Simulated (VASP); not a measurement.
The system is Os.

```
CELL_PARAMETERS angstrom
2.71575 0.00000 0.00000
-1.35787 2.35191 0.00000
0.00000 0.00000 4.29071
ATOMIC_POSITIONS crystal
Os 0.66667 0.33333 0.75000
Os 0.33333 0.66667 0.25000
```

Base run:

| Item | Value |
| --- | --- |
| Program | VASP 6.6.1 |
| Functional | BLYP |
| Dispersion | D4 |
| Potentials or basis | VASP PAW PBE potentials, release 64 (Os) |
| Cutoff | 520 eV |
| k mesh | 11 × 11 × 6 |
| Occupations | fermi-dirac, width 0.05 eV |
| Spin | no spin polarisation |

Its results: band gap on the k mesh zero (bands 8 and 9 overlap by 4.03 eV); pressure 24.3 GPa.

Problem. After a change of settings the same cell gave: band gap on the k mesh zero (bands 8 and 9 overlap by 4.02 eV); pressure 10.7 GPa. Which change was it?
A. functional from BLYP to RPBE; dispersion from D4 to none
B. functional from BLYP to SVWN5; dispersion from D4 to none
C. functional from BLYP to PBE; further incar settings from ALGO = Normal; EDIFF = 1e-06; NBANDS = 15 to ALGO = Fast; EDIFF = 1e-07; NBANDS = 15
D. functional from BLYP to PBEsol; dispersion from D4 to D3(BJ)

Solution. C.

Caveats: the cell stands under pressure; spin-orbit coupling is left out, which moves the levels of the heavy elements; the PAW data sets were made with another functional, which shifts forces and pressure a little (at least some runs).
